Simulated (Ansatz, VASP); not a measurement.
SrTiO3: VASP beside Ansatz

The input INCAR:

```
SYSTEM = SrTiO3
PREC     = Accurate       ! precision mode
ENCUT    = 520            ! plane-wave cutoff, eV
EDIFF    = 1E-6           ! SCF threshold, eV
ISMEAR   = 0              ! smearing method
SIGMA    = 0.05           ! smearing width, eV
LREAL    = .FALSE.        ! projectors in reciprocal space
LASPH    = .TRUE.         ! aspherical terms in the spheres
NELM     = 80             ! most SCF steps
ALGO     = Normal         ! electronic algorithm
ISIF     = 2              ! what is computed and relaxed
LWAVE    = .FALSE.        ! write WAVECAR
LCHARG   = .TRUE.         ! write CHGCAR
GGA      = PE             ! functional
LELF     = .TRUE.         ! ELF
LVHAR    = .TRUE.       
NBANDS   = 28             ! bands
```

The input KPOINTS:

```
Automatic mesh
0
G
  8 8 8
  0 0 0
```

The input POSCAR:

```
SrTiO3
1.0
    3.5427632102      0.0000000000      0.0000000000
    0.0000000000      4.3300439236      0.0000000000
    0.0000000000      0.0000000000      3.9364035669
Sr Ti O
1 1 3
Direct
    0.0000000000      0.0000000000      0.0000000000
    0.5000000000      0.5000000000      0.5000000000
    0.0000000000      0.5000000000      0.5000000000
    0.5000000000      0.0000000000      0.5000000000
    0.5000000000      0.5000000000      0.0000000000
```

Input for Ansatz:

```yaml
crystal:
  lattice:
    - [3.5427632102, 0.0, 0.0]
    - [0.0, 4.3300439236, 0.0]
    - [0.0, 0.0, 3.9364035669]
  atoms:
    - { symbol: Sr, position: [0.0, 0.0, 0.0] }
    - { symbol: Ti, position: [0.5, 0.5, 0.5] }
    - { symbol: O, position: [0.0, 0.5, 0.5] }
    - { symbol: O, position: [0.5, 0.0, 0.5] }
    - { symbol: O, position: [0.5, 0.5, 0.0] }
basis:
  ecutwfc: 420
kpoints:
  mp_grid: { grid: [8, 8, 8] }
hamiltonian:
  xc: pbe
scf:
  occupations: { method: gaussian, width: 0.05 }
output:
  forces: true
  stress: true
  eigenvalues: true
  write_density: true
  write_potential: true
  elf: true
  volumetric_format: npy
```

Change from the starting cell: strain -0.1000 x Voigt [1, -1, 0, 0, 0, 0], atoms carried along.

Alike in both runs: task single point; functional PBE; k mesh 8 × 8 × 8; occupations gaussian, width 0.05 eV; no spin polarisation.

|  | VASP | Ansatz |
| --- | --- | --- |
| version | VASP 6.6.1 | Ansatz 0.2.0 |
| potentials or method | VASP PAW PBE potentials, release 64 (Sr_sv, Ti_sv, O), cutoff 520 eV | scalar-relativistic, plane waves, PAW |
| valence electrons in the cell | 40 | 40 |

```csv
,VASP,Ansatz,Ansatz less VASP
gap on the k mesh at the Fermi level (eV),1.59,1.63,+0.040
least direct gap on the mesh (eV),1.90,1.93,+0.030
pressure (GPa),10.7,10.1,-0.57
"traceless stress, the component that is largest in VASP (GPa)",30.86,30.62,-0.238
```

With one functional, cell and mesh, what is left measures potentials, basis and numerics.
